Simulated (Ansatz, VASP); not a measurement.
# Two plane-wave programs on MoS

Contents of INCAR:

```
SYSTEM = MoS
PREC = Accurate
ENCUT = 520
EDIFF = 1E-7
ISMEAR = 0
SIGMA = 0.1
LREAL = .FALSE.
LASPH = .TRUE.
NELM = 150
ALGO = Normal
ISIF = 2
LWAVE = .FALSE.
LCHARG = .TRUE.
ISPIN = 2
MAGMOM = 2 -2 0 0
LORBIT = 11
LMAXMIX = 4
LDAU = .TRUE.
LDAUTYPE = 2
LDAUL = 2 -1
LDAUU = 4.38 0
LDAUJ = 0 0
LDAUPRINT = 1
GGA = PE
LELF = .TRUE.
LVHAR = .TRUE.
NBANDS = 32
```

The input KPOINTS:

```
regular mesh
0
G
  14 14 7
  0 0 0
```

File POSCAR:

```
MoS
1.0
    0.0000000000      2.7003254550      2.7003254550
    5.4006509100      2.7003254550      2.7003254550
    5.4006509100      5.4006509100      0.0000000000
Mo S
2 2
Direct
    0.0000000000      1.0000000000      1.0000000000
    0.0000000000      1.0000000000      0.5000000000
    0.5000000000      0.5000000000      0.0000000000
    0.5000000000      0.5000000000      0.5000000000
```

Input for Ansatz:

```yaml
crystal:
  lattice:
    - [0.0, 2.700325455, 2.700325455]
    - [5.40065091, 2.700325455, 2.700325455]
    - [5.40065091, 5.40065091, 0.0]
  atoms:
    - { symbol: Mo, position: [0.0, 1.0, 1.0], spin: 2.0 }
    - { symbol: S, position: [0.5, 0.5, 0.0] }
    - { symbol: Mo, position: [0.0, 1.0, 0.5], spin: -2.0 }
    - { symbol: S, position: [0.5, 0.5, 0.5] }
basis:
  ecutwfc: 420
kpoints:
  mp_grid: { grid: [14, 14, 7] }
hamiltonian:
  xc: pbe
  hubbard: { sites: [{ species: Mo, l: d, u_eff: 4.38 }] }
scf:
  occupations: { method: gaussian, width: 0.1 }
output:
  forces: true
  stress: true
  eigenvalues: true
  populations: true
magnetization:
  spin_polarized: true
```

Alike in both runs: task single point; functional PBE; k mesh 14 × 14 × 7; occupations gaussian, width 0.1 eV; collinear spin; Hubbard terms Mo d U = 4.38 eV.

|  | VASP | Ansatz |
| --- | --- | --- |
| version | VASP 6.6.1 | Ansatz 0.2.0 |
| potentials or method | VASP PAW PBE potentials, release 64 (Mo_sv, S), cutoff 520 eV | scalar-relativistic, plane waves, PAW |
| valence electrons in the cell | 40 | 40 |

```csv
,VASP,Ansatz,Ansatz less VASP
gap on the k mesh at the Fermi level (eV),none,none,-
pressure (GPa),-0.9,0.9,+1.84
net moment per atom (μB),0.00,0.00,0.000
size of the moment on the site where the two differ most (μB),3.45,3.07,-0.383
```

Site moments also hang on the region over which each program counts them. The programs project onto different local orbitals, so the same U acts differently, and such runs can settle in different states. A gap of «none» marks a metal or a gap that the smearing closes. Ansatz's warnings: filled band counts differ across k points.
